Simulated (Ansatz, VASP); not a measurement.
**One calculation of Sn, two programs**

```xyz
1
Lattice="-1.8129 1.8643 2.3968 1.8129 -1.8643 2.3968 1.8129 1.8643 -2.3968" Properties=species:S:1:pos:R:3 pbc="T T T"
Sn    0.0000    0.0000    0.0000
```

Change from the starting cell: strain +0.050 along x and y, +0.025 along z, atoms carried along.

Alike in both runs: task single point; functional PBEsol; k mesh 20 × 20 × 20; occupations gaussian, width 0.15 eV; no spin polarisation.

```csv
,VASP,Ansatz
version,VASP 6.6.1,Ansatz 0.2.0
potentials or method,"VASP PAW PBE potentials, release 64 (Sn_d), cutoff 520 eV","scalar-relativistic, plane waves, PAW"
valence electrons in the cell,14,14
```

```csv
,VASP,Ansatz,Ansatz less VASP
gap on the k mesh at the Fermi level (eV),none,none,-
pressure (GPa),-7.0,-7.0,+0.01
"traceless stress, the component that is largest in VASP (GPa)",-0.26,-0.26,+0.001
```

VASP's potentials were made for PBE, not for PBEsol. A gap of «none» marks a metal or a gap that the smearing closes.
